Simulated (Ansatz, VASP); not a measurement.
Two plane-wave programs on La5Lu2F

File INCAR:

```
SYSTEM = La5Lu2F
  PREC = Accurate
  ENCUT = 520
  EDIFF = 1E-7
  ISMEAR = 0
  SIGMA = 0.2
  LREAL = .FALSE.
  LASPH = .TRUE.
  NELM = 80
  ALGO = Normal
  ISIF = 2
  LWAVE = .FALSE.
  LCHARG = .FALSE.
  GGA = PE
  NBANDS = 66
```

The input KPOINTS:

```
Automatic mesh
0
G
  6 6 1
  0 0 0
```

POSCAR

```
La5Lu2F
1.0
    3.6841447405      0.0000000000      0.0000000000
   -1.8420723702      3.1905629365      0.0000000000
    0.0000000000      0.0000000000     20.9179911507
La Lu F
5 2 1
Direct
    0.0000000000      0.0000000000      0.2264537660
    0.6666666667      0.3333333333      0.9189041884
    0.3333333333      0.6666666667      0.0810958116
    1.0000000000      1.0000000000      0.7735462340
    0.0000000000      0.0000000000      0.5000000000
    0.6666666667      0.3333333333      0.3632308756
    0.3333333333      0.6666666667      0.6367691244
    0.0000000000      0.0000000000      1.0000000000
```

Input for Ansatz:

```yaml
crystal:
  lattice:
    - [3.6841447405, 0.0, 0.0]
    - [-1.8420723702, 3.1905629365, 0.0]
    - [0.0, 0.0, 20.9179911507]
  atoms:
    - { symbol: La, position: [0.0, 0.0, 0.226453766] }
    - { symbol: La, position: [0.6666666667, 0.3333333333, 0.9189041884] }
    - { symbol: La, position: [0.3333333333, 0.6666666667, 0.0810958116] }
    - { symbol: La, position: [1.0, 1.0, 0.773546234] }
    - { symbol: La, position: [0.0, 0.0, 0.5] }
    - { symbol: Lu, position: [0.6666666667, 0.3333333333, 0.3632308756] }
    - { symbol: Lu, position: [0.3333333333, 0.6666666667, 0.6367691244] }
    - { symbol: F, position: [0.0, 0.0, 1.0] }
basis:
  ecutwfc: 420
kpoints:
  mp_grid: { grid: [6, 6, 1] }
hamiltonian:
  xc: pbe
scf:
  occupations: { method: gaussian, width: 0.2 }
  lower_state_search: "off"
output:
  forces: true
  stress: true
  eigenvalues: true
```

Alike in both runs: task single point; functional PBE; k mesh 6 × 6 × 1; occupations gaussian, width 0.2 eV; no spin polarisation.

|  | VASP | Ansatz |
| --- | --- | --- |
| version | VASP 6.6.1 | Ansatz 0.2.0 |
| potentials or method | VASP PAW PBE potentials, release 64 (La, Lu, F), cutoff 520 eV | scalar-relativistic, plane waves, PAW |
| valence electrons in the cell | 112 | 112 |

|  | VASP | Ansatz | Ansatz less VASP |
| --- | --- | --- | --- |
| gap on the k mesh at the Fermi level (eV) | none | none | - |
| pressure (GPa) | 0.3 | 0.2 | -0.03 |
| traceless stress, the component that is largest in VASP (GPa) | 0.07 | 0.07 | +0.004 |
| rms of the force components (eV/Å) | 0.020 | 0.018 | -0.0021 |

Atom by atom the forces differ by 0.002 eV/Å (rms over components). A gap of «none» marks a metal or a gap that the smearing closes.

Spin-orbit coupling is off throughout.
